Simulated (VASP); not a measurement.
A run of VASP 6.6.1 is set up as follows.

File INCAR:

```
ALGO = Normal
EDIFF = 1E-6
ENCUT = 520
GGA = PS
ISIF = 2
ISMEAR = 0
LASPH = T
LCHARG = F
LREAL = F
LWAVE = F
NBANDS = 18
NELM = 80
PREC = Accurate
SIGMA = 0.1
```

KPOINTS

```
k-points
0
Gamma
  6 6 4
```

The input POSCAR:

```
PtSe2
1.0
    3.7240002924      0.0000000000      0.0000000000
   -1.8620001462      3.2250788569      0.0000000000
    0.0000000000      0.0000000000      5.0619995757
Pt Se
1 2
Direct
    0.0000000000      0.0000000000      0.0000000000
    0.3333333333      0.6666666667      0.2500000000
    0.6666666667      0.3333333333      0.7500000000
```

Potentials or basis: VASP PAW PBE potentials, release 64 (Pt, Se).

The run is started by

```console
$ cat potpaw_PBE.64/Pt/POTCAR potpaw_PBE.64/Se/POTCAR > POTCAR
$ mpirun -np 1 vasp_std > vasp.out
```

Q: Estimate the band gap on the k mesh.

A: Zero (band 11 reaches 6.81 eV, above the bottom of band 12 at 6.39 eV).

Q: Predict the pressure.

A: 2.2 GPa.

Q: What does it give for the largest force?

A: 0.345 eV/Å.

Forces in eV/Å, atoms in the order of the input:
```
Pt   0.000  0.000  0.000
Se   0.000  0.000  0.345
Se   0.000  0.000 -0.345
```

Caveat: the PAW data sets were made with another functional, which shifts forces and pressure a little; spin-orbit coupling is left out, which moves the levels of the heavy elements.
